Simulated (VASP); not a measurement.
Set up this calculation in VASP 6.6.1, as the native input.

```
Task                   : single point
Functional             : PBE
Potentials or basis    : VASP PAW PBE potentials, release 64 (Lu, Be, Si)
Cutoff                 : 520 eV
k mesh                 : 6 × 6 × 2
Occupations            : gaussian, width 0.1 eV
Spin                   : no spin polarisation
Dipole correction      : no
Further INCAR settings : ALGO = Normal; EDIFF = 1e-06; NBANDS = 30
```

The structure of LuBeSi4 lies in POSCAR:

```
LuBeSi4
1.0
    3.0442046900      0.0000000000      0.0000000000
   -1.5221023500      2.6363586000      0.0000000000
    0.0000000000      0.0000000000     11.5148671400
Lu Be Si
1 1 4
Direct
    0.0000000000      0.0000000000      0.0000000000
    0.0000000000      0.0000000000      0.5000000000
    0.6666666700      0.3333333300      0.8719140300
    0.6666666700      0.3333333300      0.3771010000
    0.3333333300      0.6666666700      0.6228990000
    0.3333333300      0.6666666700      0.1280859700
```

The input as run:

INCAR

```
SYSTEM = LuBeSi4
ALGO = Normal
EDIFF = 1E-6
ENCUT = 520
GGA = PE
ISIF = 2
ISMEAR = 0
LASPH = .TRUE.
LCHARG = .FALSE.
LREAL = .FALSE.
LWAVE = .FALSE.
NBANDS = 30
NELM = 100
PREC = Accurate
SIGMA = 0.1
```

KPOINTS

```
k-points
0
G
  6 6 2
  0 0 0
```

Potentials or basis: VASP PAW PBE potentials, release 64 (Lu, Be, Si).

Launch:

```sh
$ cat potpaw_PBE.64/Lu/POTCAR potpaw_PBE.64/Be/POTCAR potpaw_PBE.64/Si/POTCAR > POTCAR
$ mpirun -np 1 vasp_std > vasp.out
```

Results of the run:

```json
{
 "Pressure": "32.6 GPa",
 "Largest force": "8.906 eV/Å"
}
```

Caveat: the k points lie up to 0.40 Å⁻¹ apart; forces of over 1 eV/Å act on the atoms, so gaps and moduli don't describe the material at rest.

It took 65 s on 1 thread of AMD EPYC 7R13 Processor (Zen 3), with other jobs on the host, peak memory 0.2 GiB.
